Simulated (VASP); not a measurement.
Crystal: Te.

```
CELL_PARAMETERS angstrom
4.63249 0.00000 0.00000
-2.31624 4.01185 0.00000
0.00000 0.00000 5.88690
ATOMIC_POSITIONS crystal
Te 0.25359 0.00000 0.33333
Te 0.00000 0.25359 0.66667
Te 0.74641 0.74641 0.00000
```

Base run:

* Program: VASP 6.6.1
* Functional: r2SCAN
* Potentials or basis: VASP PAW PBE potentials, release 64 (Te)
* Cutoff: 520 eV
* k mesh: 11 × 11 × 8
* Occupations: fermi-dirac, width 0.05 eV
* Spin: no spin polarisation

Its results: band gap on the k mesh 0.69 eV, direct; pressure 0.0 GPa; largest force 0.020 eV/Å.

Problem. After a change of settings the same cell gave: band gap on the k mesh 0.59 eV, direct; pressure 0.3 GPa; largest force 0.075 eV/Å. Which change was it?
A. k mesh from 11 × 11 × 8 to 6 × 6 × 5
B. k mesh from 11 × 11 × 8 to 8 × 8 × 6; occupations from fermi-dirac, width 0.05 eV to methfessel-paxton, width 1 eV
C. k mesh from 11 × 11 × 8 to 3 × 3 × 2
D. k mesh from 11 × 11 × 8 to 5 × 5 × 4

Solution. C.

Caveats: some runs use coarse meshes; the PAW data sets were made with another functional, which shifts forces and pressure a little; spin-orbit coupling is left out, which moves the levels of the heavy elements.
